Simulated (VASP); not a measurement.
# TiAl (P-6m2) in VASP: a series of runs, part 2 of 2

VASP 6.6.1. The steps go on from the part before.

## (3) Single point, PBE

This run uses another cell than the first one, of the same volume but with other edges.

INCAR

```
SYSTEM = TiAl
ALGO = Normal
EDIFF = 1E-7
ENCUT = 520
GGA = PE
ISIF = 2
ISMEAR = 0
LASPH = .TRUE.
LCHARG = .FALSE.
LREAL = .FALSE.
LWAVE = .FALSE.
NBANDS = 14
NELM = 80
PREC = Accurate
SIGMA = 0.15
```

KPOINTS

```
k-points
0
G
  18 18 10
  0 0 0
```

POSCAR

```
TiAl
1.0
    2.8450000000      0.0000000000      0.0000000000
   -1.4225000000      2.4638422738      0.0000000000
    0.0000000000      0.0000000000      4.7879000000
Ti Al
1 1
Direct
    0.0000000000      0.0000000000      0.0000000000
    0.3333333333      0.6666666667      0.5000000000
```

Potentials or basis: VASP PAW PBE potentials, release 64 (Ti_sv, Al).

Run with:

```sh
$ cat potpaw_PBE.64/Ti_sv/POTCAR potpaw_PBE.64/Al/POTCAR > POTCAR
$ mpirun -np 1 vasp_std > vasp.out
```

OUTCAR:

```text
SYSTEM = TiAl
   EDIFF = 1E-7
   ENCUT = 520
   GGA = PE
   ISIF = 2
   ISMEAR = 0
   LASPH = .TRUE.
   LREAL = .FALSE.
   NELM = 80
   PREC = Accurate

 ion  position               nearest neighbor table
   1  0.000  0.000  0.000-   2 2.90   2 2.90   2 2.90   2 2.90   2 2.90   2 2.90
   2  0.333  0.667  0.500-   1 2.90   1 2.90   1 2.90   1 2.90   1 2.90   1 2.90

  LATTYP: Found a hexagonal cell.
 ALAT       =     2.8450000000
 C/A-ratio  =     1.6829173989

  Lattice vectors:

 A1 = (   2.8450000000,   0.0000000000,   0.0000000000)
 A2 = (  -1.4225000000,   2.4638422738,   0.0000000000)
 A3 = (   0.0000000000,   0.0000000000,   4.7879000000)

Analysis of symmetry for initial positions (statically):
=====================================================================
 Subroutine PRICEL returns:
 Original cell was already a primitive cell.

 Routine SETGRP: Setting up the symmetry group for a
 hexagonal supercell.

 Subroutine GETGRP returns: Found 12 space group operations
 (whereof 12 operations were pure point group operations)
 out of a pool of 24 trial point group operations.

The static configuration has the point symmetry D_3h.

Analysis of symmetry for dynamics (positions and initial velocities):
=====================================================================
 Subroutine PRICEL returns:
 Original cell was already a primitive cell.

 Routine SETGRP: Setting up the symmetry group for a
 hexagonal supercell.

 Subroutine GETGRP returns: Found 12 space group operations
 (whereof 12 operations were pure point group operations)
 out of a pool of 24 trial point group operations.

The dynamic configuration has the point symmetry D_3h.

 Subroutine INISYM returns: Found 12 space group operations
 (whereof 12 operations are pure point group operations),
 and found     1 'primitive' translations

----------------------------------------------------------------------------------------

                                     Primitive cell

  volume of cell :      33.5614

  direct lattice vectors                    reciprocal lattice vectors
     2.845000000  0.000000000  0.000000000     0.351493849  0.202935068  0.000000000
    -1.422500000  2.463842274  0.000000000     0.000000000  0.405870137  0.000000000
     0.000000000  0.000000000  4.787900000     0.000000000  0.000000000  0.208859834

  length of vectors
     2.845000000  2.845000000  4.787900000     0.405870137  0.405870137  0.208859834

  position of ions in fractional coordinates (direct lattice)
     0.000000000  0.000000000  0.000000000
     0.333333333  0.666666667  0.500000000

  ion indices of the primitive-cell ions
   primitive index   ion index
                 1           1
                 2           2

----------------------------------------------------------------------------------------

 KPOINTS: k-points

Automatic generation of k-mesh.
 Grid dimensions read from file:
 generate k-points for:   18   18   10

 Generating k-lattice:

  Cartesian coordinates                     Fractional coordinates (reciprocal lattice)
     0.019527436  0.011274170  0.000000000     0.055555556  0.000000000  0.000000000
     0.000000000  0.022548341  0.000000000     0.000000000  0.055555556  0.000000000
     0.000000000  0.000000000  0.020885983     0.000000000  0.000000000  0.100000000
[... 41 lines left out ...]
   total plane-waves  NPLWV =  20736
   dimension x,y,z NGX =    24 NGY =   24 NGZ =   36
   dimension x,y,z NGXF=    48 NGYF=   48 NGZF=   72
   ions per type =               1   1
   NGX,Y,Z   is equivalent  to a cutoff of  14.02, 14.02, 12.50 a.u.
   NGXF,Y,Z  is equivalent  to a cutoff of  28.05, 28.05, 25.00 a.u.
 SYSTEM =  TiAl
   PREC   = accura    normal or accurate (medium, high low for compatibility)
   ISTART =      0    job   : 0-new  1-cont  2-samecut
   ICHARG =      2    charge: 1-file 2-atom 10-const
   ISPIN  =      1    spin polarized calculation?
   LNONCOLLINEAR =      F non collinear calculations
   LSORBIT =      F    spin-orbit coupling
   LASPH  =      T    aspherical Exc in radial PAW
   ENCUT  =  520.0 eV  38.22 Ry    6.18 a.u.   5.29  5.29  8.90*2*pi/ulx,y,z
   NELM   =     80;   NELMIN=  2; NELMDL= -5     # of ELM steps
   EDIFF  = 0.1E-06   stopping-criterion for ELM
   LREAL  =      F    real-space projection
   EDIFFG = 0.1E-05   stopping-criterion for IOM
   NSW    =      0    number of steps for IOM
   IBRION =     -1    ionic relax: 0-MD 1-quasi-New 2-CG
   NFREE  =      0    steps in history (QN), initial steepest desc. (CG)
   ISIF   =      2    stress and relaxation
   ISYM   =      2    0-nonsym 1-usesym 2-fastsym
   POTIM  = 0.5000    time-step for ionic-motion
   TEBEG  =    0.0;   TEEND  =   0.0 temperature during run
   PSTRESS=    0.0 pullay stress
   NELECT =      15.0000    total number of electrons
   NUPDOWN=      -1.0000    fix difference up-down
   EMIN   =  10.00;   EMAX   =-10.00  energy-range for DOS
   EFERMI =   0.00;   METHOD = LEGACY
   ISMEAR =     0;   SIGMA  =   0.15  broadening in eV -4-tet -1-fermi 0-gaus
   EFERMI_NEDOS =   21; number of points for ismear=-14 and -15
   IALGO  =     38    algorithm
   IMIX   =      4    mixing-type and parameters
     AMIX     =   0.40;   BMIX     =  1.00
     AMIX_MAG =   1.60;   BMIX_MAG =  1.00
  volume/ion in A,a.u.               =      16.78       113.24
  Fermi-wavevector in a.u.,A,eV,Ry     =   1.251676  2.365324 21.316141  1.566692
  Thomas-Fermi vector in A             =   2.385612
   LORBIT       =      0    0 simple, 1 ext, 2 COOP (PROOUT), +10 PAW based schemes
   GGA     = PE    functional components
   LHFCALC =     F    Hartree Fock is set to
   AEXX    =    0.0000 exact exchange contribution
   IVDW    =     0    specifies the selected vdW correction
   LEPSILON=     F    determine dielectric tensor
   LRPA    =     F    only Hartree local field effects (RPA)
 non-spin polarized calculation
 Gauss-broadening in eV      SIGMA  =   0.15
  energy-cutoff  :      520.00
  volume of cell :       33.56
 maximum number of plane-waves:       916
 NGX is ok and might be reduce to    24

 number of electron      15.0000000 magnetization

 Free energy of the ion-electron system (eV)
  ---------------------------------------------------
  ext. energy  EPLUGINS =         0.00000000
  ---------------------------------------------------
  free energy    TOTEN  =       -12.07965098 eV

  energy without entropy =      -12.05407903  energy(sigma->0) =      -12.06686500

 E-fermi :   7.8221     XC(G=0): -10.8978

 val. band max:        7.8211782962   @ k =   0.3333   0.3333   0.3000
 cond. band min:       7.8224094974   @ k =   0.3333   0.3333   0.2000
 fundamental gap:      0.0012312012
 Fermi energy:         7.8221149315

 k-point     1 :       0.0000    0.0000    0.0000
  band No.  band energies     occupation
      1     -48.7275      2.00000
      2     -25.0477      2.00000
      3     -24.6029      2.00000
      4     -24.6029      2.00000
      5      -1.1524      2.00000
      6       5.3909      2.00000
      7       5.7388      2.00000
      8       9.1006      0.00000
      9       9.1006      0.00000
     10      10.6425      0.00000
     11      10.6425      0.00000
     12      11.3089      0.00000
     13      20.9568      0.00000
     14      20.9568      0.00000
[... 377 lines left out ...]
      1     -48.6240      2.00000
      2     -25.1780      2.00000
      3     -24.9475      2.00000
      4     -24.7853      2.00000
      5       3.6437      2.00000
      6       5.9414      2.00000
      7       6.4028      2.00000
      8       7.0313      2.00000
      9       9.4441      0.00000
     10      10.8328      0.00000
     11      11.7379      0.00000
     12      12.2869      0.00000
     13      13.3026      0.00000
     14      14.2546      0.00000

 [... further k-points ...]

------------------------ aborting loop because EDIFF is reached ----------------------------------------

  FORCE on cell =-STRESS in cart. coord.  units (eV):
  Direction    XX          YY          ZZ          XY          YZ          ZX
  --------------------------------------------------------------------------------------
  -------------------------------------------------------------------------------------
  Total        0.2569500      0.2569500     -1.0509595      0.0000000      0.0000000     -0.0000000
  in kB       12.2664529     12.2664529    -50.1714134      0.0000000      0.0000000     -0.0000000
  external PRESSURE =      -8.5461692 kB  Pullay stress =       0.0000000 kB

 VOLUME and BASIS-vectors are now :
 -----------------------------------------------------------------------------
  energy-cutoff  :      520.00
  volume of cell :       33.56
      direct lattice vectors                 reciprocal lattice vectors
     2.845000000  0.000000000  0.000000000     0.351493849  0.202935068  0.000000000
    -1.422500000  2.463842274  0.000000000     0.000000000  0.405870137  0.000000000
     0.000000000  0.000000000  4.787900000     0.000000000  0.000000000  0.208859834

 POSITION                                       TOTAL-FORCE (eV/Angst)
 -----------------------------------------------------------------------------------
      0.00000      0.00000      0.00000        -0.000000      0.000000      0.000000
     -0.00000      1.64256      2.39395         0.000000      0.000000      0.000000
 -----------------------------------------------------------------------------------
    total drift:                                0.000000     -0.000000      0.000000

  FREE ENERGIE OF THE ION-ELECTRON SYSTEM (eV)
  ---------------------------------------------------
  free  energy   TOTEN  =       -12.0796509759 eV

  energy  without entropy=      -12.0540790312  energy(sigma->0) =      -12.06686500
```

OSZICAR:

```text
N       E                     dE             d eps       ncg     rms          rms(c)
DAV:   1     0.102425147929E+03    0.10243E+03   -0.70667E+03  6228   0.108E+03
DAV:   2    -0.743100406013E+01   -0.10986E+03   -0.10549E+03  6408   0.302E+02
DAV:   3    -0.133613206923E+02   -0.59303E+01   -0.57847E+01  9642   0.670E+01
DAV:   4    -0.135346196571E+02   -0.17330E+00   -0.17306E+00  6944   0.101E+01
DAV:   5    -0.135419422938E+02   -0.73226E-02   -0.73218E-02  9438   0.194E+00    0.905E+00
DAV:   6    -0.124082368182E+02    0.11337E+01   -0.58178E+00  7080   0.295E+01    0.383E+00
DAV:   7    -0.121058483842E+02    0.30239E+00   -0.78419E-01  6828   0.101E+01    0.200E+00
DAV:   8    -0.120832852950E+02    0.22563E-01   -0.16834E-01  7092   0.471E+00    0.811E-01
DAV:   9    -0.120819631333E+02    0.13222E-02   -0.45537E-02  7056   0.302E+00    0.391E-01
DAV:  10    -0.120796047362E+02    0.23584E-02   -0.76138E-03  6962   0.111E+00    0.560E-02
DAV:  11    -0.120796661085E+02   -0.61372E-04   -0.57482E-04  8218   0.218E-01    0.528E-02
DAV:  12    -0.120796582481E+02    0.78603E-05   -0.25362E-05  7272   0.466E-02    0.327E-02
DAV:  13    -0.120796513003E+02    0.69478E-05   -0.12186E-05  7224   0.419E-02    0.855E-03
DAV:  14    -0.120796508991E+02    0.40124E-06   -0.76052E-07  7206   0.847E-03    0.174E-03
DAV:  15    -0.120796509759E+02   -0.76857E-07   -0.60130E-08  4244   0.299E-03
   1 F= -.12079651E+02 E0= -.12066865E+02  d E =-.255719E-01
```

stdout:

```text
POSCAR found type information on POSCAR TiAl
 POSCAR found :  2 types and       2 ions
 scaLAPACK will be used
 LDA part: xc-table for (Slater+PW92), standard interpolation
 POSCAR, INCAR and KPOINTS ok, starting setup
 FFT: planning ... GRIDC
 FFT: planning ... GRID_SOFT
 FFT: planning ... GRID
 WAVECAR not read
 entering main loop
```

It took 61 s on 1 thread of Intel Xeon Platinum 8259CL at 2.50GHz (Skylake/Cascade Lake), shared host; peak memory 0.23 GiB.

What came out:

- Free energy: -12.0797 eV
- Pressure: -0.9 GPa

Stress tensor (GPa, compression positive):
```
 1.23  0.00  0.00
 0.00  1.23  0.00
 0.00  0.00 -5.02
```
